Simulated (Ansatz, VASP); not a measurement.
**One calculation of TiC, two programs**

INCAR

```
SYSTEM = TiC
PREC     = Accurate       ! precision mode
ENCUT    = 600            ! plane-wave cutoff, eV
EDIFF    = 1E-6           ! SCF threshold, eV
ISMEAR   = -1             ! smearing method
SIGMA    = 0.05           ! smearing width, eV
LREAL    = .False.        ! projectors in reciprocal space
LASPH    = .True.         ! aspherical terms in the spheres
NELM     = 60             ! most SCF steps
ALGO     = Normal         ! electronic algorithm
ISIF     = 3              ! what is computed and relaxed
LWAVE    = .False.        ! write WAVECAR
LCHARG   = .False.        ! write CHGCAR
GGA      = B5             ! functional
ALDAX    = 1.0          
AGGAX    = 1.0          
AGGAC    = 1.0          
ALDAC    = 0.0          
IBRION   = 2              ! ionic algorithm
NSW      = 60             ! ionic steps
EDIFFG   = -0.01          ! ionic threshold
```

KPOINTS

```
Automatic mesh
0
Gamma
  11 11 11
  0 0 0
```

Contents of POSCAR:

```
TiC
1.0
    0.0000000000      2.1657188437      2.1657188437
    2.1657188437      0.0000000000      2.1657188437
    2.1657188437      2.1657188437      0.0000000000
Ti C
1 1
Direct
    0.0000000000      0.0000000000      0.0000000000
    0.5000000000      0.5000000000      0.5000000000
```

The input input.yaml:

```yaml
crystal:
  lattice:
    - [0.0, 2.1657188437, 2.1657188437]
    - [2.1657188437, 0.0, 2.1657188437]
    - [2.1657188437, 2.1657188437, 0.0]
  atoms:
    - { symbol: Ti, position: [0.0, 0.0, 0.0] }
    - { symbol: C, position: [0.5, 0.5, 0.5] }
hamiltonian:
  xc: blyp
  pseudopotentials: { kind: paw }
kpoints:
  mp_grid: { grid: [11, 11, 11] }
scf:
  occupations: { method: fermi_dirac, width: 0.05 }
output:
  forces: true
  stress: true
relax:
  f_tol: 0.01
  max_steps: 40
  cell: { stress_tol: 0.05 }
```

Alike in both runs: task relaxation of cell and atoms; functional BLYP; k mesh 11 × 11 × 11; occupations fermi-dirac, width 0.05 eV; no spin polarisation.

|  | VASP | Ansatz |
| --- | --- | --- |
| version | VASP 6.6.1 | Ansatz 0.2.0 |
| potentials or method | VASP PAW PBE potentials, release 64 (Ti_sv, C) | Ansatz PAW |
| plane-wave cutoff (eV) | 600 | 420 |
| valence electrons in the cell | 16 | 16 |

Ansatz gave:

| Property | Result |
| --- | --- |
| relaxed volume (Å³/atom) | 10.50 |
| relaxed cell length with the largest relative difference (Å) | 3.097 |

Q: What did VASP give for the same quantities?

A: Relaxed volume (Å³/atom): 10.53; relaxed cell length with the largest relative difference (Å): 3.100.

VASP's potentials were made for PBE, not for BLYP.

Noted on Ansatz's run: the plane-wave basis is chosen anew once the cell has moved, so the energies of steps on either side of that aren't comparable.
